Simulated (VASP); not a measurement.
# As (P6_3/mmc) in VASP: relaxation of cell and atoms with r2SCAN

Aim: the relaxation of cell and atoms of As with r2SCAN.

Program: VASP 6.6.1. These are calculated values, not measurements. Logs are shortened: lines on timing, memory, paths and dates and some standing lists are left out, and cuts for length are marked.

### Step 1. The cell of the first run

It takes space group P6_3/mmc (No. 194, hexagonal). Conventional cell: a = 2.957 Å, b = 2.957 Å, c = 10.044 Å, α = 90.00°, β = 90.00°, γ = 120.00°. Within 3.9 Å of As (site symmetry -3m) lie 12 As at 2.96 to 3.04 Å. Within 3.9 Å of As (site symmetry -6m2) lie 12 As at 2.96 to 3.04 Å.

This isn't the form of As at room conditions, which is rhombohedral.

### Step 2. Relaxation of cell and atoms, r2SCAN

File POSCAR:

```
As
1.0
    2.9569250576      0.0000000000      0.0000000000
   -1.4784625288      2.5607722170      0.0000000000
    0.0000000000      0.0000000000     10.0436321436
As
4
Direct
    0.0000000000      0.0000000000      0.0000000000
    0.0000000000      0.0000000000      0.5000000000
    0.3333333333      0.6666666667      0.7500000000
    0.6666666667      0.3333333333      0.2500000000
```

File INCAR.step1:

```
SYSTEM = As
PREC     = Accurate       ! precision mode
ENCUT    = 600            ! plane-wave cutoff, eV
ISMEAR   = 0              ! smearing method
SIGMA    = 0.1            ! smearing width, eV
LREAL    = .False.        ! projectors in reciprocal space
LASPH    = .True.         ! aspherical terms in the spheres
NELM     = 100            ! most SCF steps
GGA      = PE             ! functional
ALGO     = Normal         ! electronic algorithm
EDIFF    = 1E-4           ! SCF threshold, eV
LWAVE    = .True.         ! write WAVECAR
LCHARG   = .False.        ! write CHGCAR
```

File INCAR.step2:

```
SYSTEM = As
PREC     = Accurate       ! precision mode
ENCUT    = 600            ! plane-wave cutoff, eV
EDIFF    = 1E-6           ! SCF threshold, eV
ISMEAR   = 0              ! smearing method
SIGMA    = 0.1            ! smearing width, eV
LREAL    = .False.        ! projectors in reciprocal space
LASPH    = .True.         ! aspherical terms in the spheres
NELM     = 100            ! most SCF steps
ALGO     = Normal         ! electronic algorithm
ISIF     = 3              ! what is computed and relaxed
LWAVE    = .False.        ! write WAVECAR
LCHARG   = .False.        ! write CHGCAR
METAGGA  = R2SCAN         ! meta-GGA
LMIXTAU  = .True.       
IBRION   = 2              ! ionic algorithm
NSW      = 100            ! ionic steps
EDIFFG   = -0.01          ! ionic threshold
ISTART   = 1
```

File KPOINTS:

```
Automatic mesh
0
Gamma
  18 18 6
  0 0 0
```

Potentials or basis: VASP PAW PBE potentials, release 64 (As).

Run with:

```console
$ cat potpaw_PBE.64/As/POTCAR > POTCAR
$ cp INCAR.step1 INCAR
$ mpirun -np 1 vasp_std > vasp.out
$ cp INCAR.step2 INCAR
$ mpirun -np 1 vasp_std > vasp.out
```

OUTCAR:

```text
SYSTEM = As
   PREC = Accurate
   ENCUT = 600
   EDIFF = 1E-6
   ISMEAR = 0
   LREAL = .False.
   LASPH = .True.
   NELM = 100
   ISIF = 3
   METAGGA = R2SCAN
   IBRION = 2
   NSW = 100
   EDIFFG = -0.01
   ISTART = 1

 ion  position               nearest neighbor table
   1  0.000  0.000  0.000-
   2  0.000  0.000  0.500-
   3  0.333  0.667  0.750-
   4  0.667  0.333  0.250-

  LATTYP: Found a hexagonal cell.
 ALAT       =     2.9569250576
 C/A-ratio  =     3.3966475132

  Lattice vectors:

 A1 = (   2.9569250576,   0.0000000000,   0.0000000000)
 A2 = (  -1.4784625288,   2.5607722170,   0.0000000000)
 A3 = (   0.0000000000,   0.0000000000,  10.0436321436)

Analysis of symmetry for initial positions (statically):
=====================================================================
 Subroutine PRICEL returns:
 Original cell was already a primitive cell.

 Routine SETGRP: Setting up the symmetry group for a
 hexagonal supercell.

 Subroutine GETGRP returns: Found 24 space group operations
 (whereof 12 operations were pure point group operations)
 out of a pool of 24 trial point group operations.

The static configuration has the point symmetry D_3d.
 The point group associated with its full space group is D_6h.

Analysis of symmetry for dynamics (positions and initial velocities):
=====================================================================
 Subroutine PRICEL returns:
 Original cell was already a primitive cell.

 Routine SETGRP: Setting up the symmetry group for a
 hexagonal supercell.

 Subroutine GETGRP returns: Found 24 space group operations
 (whereof 12 operations were pure point group operations)
 out of a pool of 24 trial point group operations.

The dynamic configuration has the point symmetry D_3d.
 The point group associated with its full space group is D_6h.

 Subroutine INISYM returns: Found 24 space group operations
 (whereof 12 operations are pure point group operations),
 and found     1 'primitive' translations

----------------------------------------------------------------------------------------

                                     Primitive cell

  volume of cell :      76.0505

  direct lattice vectors                    reciprocal lattice vectors
     2.956925058  0.000000000  0.000000000     0.338189160  0.195253602  0.000000000
    -1.478462529  2.560772217  0.000000000     0.000000000  0.390507205  0.000000000
     0.000000000  0.000000000 10.043632144     0.000000000  0.000000000  0.099565574

  length of vectors
     2.956925058  2.956925058 10.043632144     0.390507205  0.390507205  0.099565574

  position of ions in fractional coordinates (direct lattice)
     0.000000000  0.000000000  0.000000000
     0.000000000  0.000000000  0.500000000
     0.333333333  0.666666667  0.750000000
     0.666666667  0.333333333  0.250000000

  ion indices of the primitive-cell ions
   primitive index   ion index
                 1           1
                 2           2
                 3           3
                 4           4

----------------------------------------------------------------------------------------

 KPOINTS: Automatic mesh

Automatic generation of k-mesh.
 Grid dimensions read from file:
 generate k-points for:   18   18    6

 Generating k-lattice:

  Cartesian coordinates                     Fractional coordinates (reciprocal lattice)
     0.018788287  0.010847422  0.000000000     0.055555556  0.000000000  0.000000000
     0.000000000  0.021694845  0.000000000     0.000000000  0.055555556  0.000000000
     0.000000000  0.000000000  0.016594262     0.000000000  0.000000000  0.166666667

  Length of vectors
     0.021694845  0.021694845  0.016594262

  Shift w.r.t. Gamma in fractional coordinates (k-lattice)
     0.000000000  0.000000000  0.000000000

 Subroutine IBZKPT returns following result:
 ===========================================

 Found    148 irreducible k-points:

 Following reciprocal coordinates:
            Coordinates               Weight
  0.000000  0.000000  0.000000      1.000000
  0.055556 -0.000000  0.000000      6.000000
  0.111111 -0.000000  0.000000      6.000000
  0.166667 -0.000000  0.000000      6.000000
  0.222222  0.000000  0.000000      6.000000
  0.277778  0.000000  0.000000      6.000000
[... 16 lines left out ...]
  0.333333  0.111111  0.000000     12.000000
  0.388889  0.111111  0.000000     12.000000
 [... further k-points ...]
   k-points           NKPTS =    148   k-points in BZ     NKDIM =    148   number of bands    NBANDS=     14
   number of dos      NEDOS =    301   number of ions     NIONS =      4
   total plane-waves  NPLWV =  46080
   dimension x,y,z NGX =    24 NGY =   24 NGZ =   80
   dimension x,y,z NGXF=    48 NGYF=   48 NGZF=  160
   ions per type =               4
   NGX,Y,Z   is equivalent  to a cutoff of  13.49, 13.49, 13.24 a.u.
   NGXF,Y,Z  is equivalent  to a cutoff of  26.99, 26.99, 26.48 a.u.
 SYSTEM =  As
   PREC   = accura    normal or accurate (medium, high low for compatibility)
   ISTART =      1    job   : 0-new  1-cont  2-samecut
   ICHARG =      0    charge: 1-file 2-atom 10-const
   ISPIN  =      1    spin polarized calculation?
   LNONCOLLINEAR =      F non collinear calculations
   LSORBIT =      F    spin-orbit coupling
   LASPH  =      T    aspherical Exc in radial PAW
   ENCUT  =  600.0 eV  44.10 Ry    6.64 a.u.   5.91  5.91 20.06*2*pi/ulx,y,z
   NELM   =    100;   NELMIN=  2; NELMDL=  0     # of ELM steps
   EDIFF  = 0.1E-05   stopping-criterion for ELM
   LREAL  =      F    real-space projection
   EDIFFG = -.1E-01   stopping-criterion for IOM
   NSW    =    100    number of steps for IOM
   IBRION =      2    ionic relax: 0-MD 1-quasi-New 2-CG
   NFREE  =      1    steps in history (QN), initial steepest desc. (CG)
   ISIF   =      3    stress and relaxation
   ISYM   =      2    0-nonsym 1-usesym 2-fastsym
   POTIM  = 0.5000    time-step for ionic-motion
   TEBEG  =    0.0;   TEEND  =   0.0 temperature during run
   PSTRESS=    0.0 pullay stress
   NELECT =      20.0000    total number of electrons
   NUPDOWN=      -1.0000    fix difference up-down
   EMIN   =  10.00;   EMAX   =-10.00  energy-range for DOS
   EFERMI =   0.00;   METHOD = LEGACY
   ISMEAR =     0;   SIGMA  =   0.10  broadening in eV -4-tet -1-fermi 0-gaus
   EFERMI_NEDOS =   21; number of points for ismear=-14 and -15
   IALGO  =     38    algorithm
   IMIX   =      4    mixing-type and parameters
     AMIX     =   0.40;   BMIX     =  1.00
     AMIX_MAG =   1.60;   BMIX_MAG =  1.00
  volume/ion in A,a.u.               =      19.01       128.30
  Fermi-wavevector in a.u.,A,eV,Ry     =   1.048860  1.982058 14.967865  1.100107
  Thomas-Fermi vector in A             =   2.183799
   LORBIT       =      0    0 simple, 1 ext, 2 COOP (PROOUT), +10 PAW based schemes
   METAGGA = R2SCAN    functional components
   LHFCALC =     F    Hartree Fock is set to
   AEXX    =    0.0000 exact exchange contribution
   IVDW    =     0    specifies the selected vdW correction
   LEPSILON=     F    determine dielectric tensor
   LRPA    =     F    only Hartree local field effects (RPA)
 conjugate gradient relaxation of ions
 non-spin polarized calculation
 Gauss-broadening in eV      SIGMA  =   0.10
  energy-cutoff  :      600.00
  volume of cell :       76.05
 maximum number of plane-waves:      2558
 NGX is ok and might be reduce to    24
   NGX = 11   NGY = 11   NGZ = 41

--------------------------------------- Ionic step        1  -------------------------------------------

 number of electron      20.0000001 magnetization

 Free energy of the ion-electron system (eV)
  ---------------------------------------------------
  ext. energy  EPLUGINS =         0.00000000
  ---------------------------------------------------
  free energy    TOTEN  =       -55.98956426 eV

  energy without entropy =      -55.97914456  energy(sigma->0) =      -55.98435441

------------------------ aborting loop because EDIFF is reached ----------------------------------------

  FORCE on cell =-STRESS in cart. coord.  units (eV):
  Direction    XX          YY          ZZ          XY          YZ          ZX
  --------------------------------------------------------------------------------------
  -------------------------------------------------------------------------------------
  Total       -0.0280064     -0.0280064      0.0657311     -0.0000000      0.0000000     -0.0000000
  in kB       -0.5900189     -0.5900189      1.3847760     -0.0000000      0.0000000     -0.0000000
  external PRESSURE =       0.0682461 kB  Pullay stress =       0.0000000 kB
[... 95 lines left out ...]
  FREE ENERGIE OF THE ION-ELECTRON SYSTEM (eV)
  ---------------------------------------------------
  free  energy   TOTEN  =       -55.9900019154 eV

  energy  without entropy=      -55.9788682794  energy(sigma->0) =      -55.98443510

[... ionic steps 4 to 11 ...]

--------------------------------------- Ionic step       12  -------------------------------------------

 number of electron      19.9999996 magnetization

------------------------ aborting loop because EDIFF is reached ----------------------------------------
[... 71 lines left out ...]
--------------------------------------- Ionic step       14  -------------------------------------------

 number of electron      19.9999996 magnetization

 Free energy of the ion-electron system (eV)
  ---------------------------------------------------
  ext. energy  EPLUGINS =         0.00000000
  ---------------------------------------------------
  free energy    TOTEN  =       -56.00928719 eV

  energy without entropy =      -56.00061929  energy(sigma->0) =      -56.00495324

 E-fermi :   6.2885     XC(G=0): -11.3054

 val. band max:        6.2835930499   @ k =   0.3333   0.1111   0.0000
 cond. band min:       6.2986159362   @ k =   0.2222   0.2222   0.5000
 fundamental gap:      0.0150228863
 Fermi energy:         6.2885103493

 k-point     1 :       0.0000    0.0000    0.0000
  band No.  band energies     occupation
      1      -9.5375      2.00000
      2      -8.2886      2.00000
      3      -8.2703      2.00000
      4      -5.9766      2.00000
      5      -0.8362      2.00000
      6       4.1018      2.00000
      7       4.1044      2.00000
      8      10.6541      0.00000
      9      11.7051      0.00000
     10      11.7051      0.00000
     11      12.2940      0.00000
     12      12.2940      0.00000
     13      12.3259      0.00000
     14      12.3259      0.00000
[... 377 lines left out ...]
      1      -4.9843      2.00000
      2      -4.0574      2.00000
      3      -4.0102      2.00000
      4      -2.8606      2.00000
      5       0.1274      2.00000
      6       0.4953      2.00000
      7       1.0974      2.00000
      8       2.4159      2.00000
      9       3.8361      2.00000
     10       5.8230      2.00000
     11       6.0246      1.99981
     12       6.6291      0.00000
     13       7.3728      0.00000
     14       8.3015      0.00000

 [... further k-points ...]
[... 5 lines left out ...]
  --------------------------------------------------------------------------------------
  -------------------------------------------------------------------------------------
  Total       -0.0190199     -0.0190199     -0.0070999     -0.0000000      0.0000000      0.0000000
  in kB       -0.3970631     -0.3970631     -0.1482181     -0.0000000      0.0000000      0.0000000
  external PRESSURE =      -0.3141147 kB  Pullay stress =       0.0000000 kB
[... 19 lines left out ...]
  FREE ENERGIE OF THE ION-ELECTRON SYSTEM (eV)
  ---------------------------------------------------
  free  energy   TOTEN  =       -56.0092871860 eV

  energy  without entropy=      -56.0006192929  energy(sigma->0) =      -56.00495324

 reached required accuracy - stopping structural energy minimisation
```

Wall time 1.9 h (1 thread of Oxide Virtual Turin-like, shared host); peak memory 0.31 GiB.

Results:

```
Free energy                           : -56.0093 eV
Relaxed volume                        : 19.19 Å³/atom
Relaxed cell                          : a = 2.909 Å, b = 2.909 Å, c = 10.471 Å, α = 90.00°, β = 90.00°, γ = 120.00°
Space group after relaxing (to 0.1 Å) : P6_3/mmc (No. 194)
Energy gained by relaxing             : 4.9 meV/atom
Ionic steps                           : 14
Pressure after relaxing               : 0.0 GPa
```

Step by step:
```csv
step,energy change (eV),largest force (eV/Å),pressure (GPa),volume (Å³)
1,0.0000,0.0000,0.01,76.05
2,-0.0001,0.0000,0.01,76.06
3,-0.0004,0.0000,0.03,76.09
4,-0.0018,0.0000,0.09,76.14
5,-0.0073,0.0000,0.20,76.23
6,-0.0189,0.0000,0.29,76.39
7,0.0047,0.0000,0.88,76.61
8,-0.0193,0.0000,0.34,76.44
9,-0.0194,0.0000,0.32,76.43
10,-0.0195,0.0000,0.29,76.47
11,-0.0195,0.0000,0.27,76.49
12,-0.0196,0.0000,0.25,76.52
13,-0.0197,0.0000,0.14,76.59
14,-0.0197,0.0000,-0.03,76.75
```

Final structure:
```cif
data_structure
_symmetry_space_group_name_H-M 'P 1'
_symmetry_Int_Tables_number 1
_cell_length_a 2.9092
_cell_length_b 2.9092
_cell_length_c 10.4711
_cell_angle_alpha 90.000
_cell_angle_beta 90.000
_cell_angle_gamma 120.000
_cell_volume 76.75
loop_
_atom_site_label
_atom_site_type_symbol
_atom_site_fract_x
_atom_site_fract_y
_atom_site_fract_z
_atom_site_occupancy
As1 As 0.00000 0.00000 0.00000 1
As2 As 0.00000 0.00000 0.50000 1
As3 As 0.33333 0.66667 0.75000 1
As4 As 0.66667 0.33333 0.25000 1
```

Caveat: the highest band is partly filled, so the run has too few bands; the PAW data sets were made with another functional, which shifts forces and pressure a little.
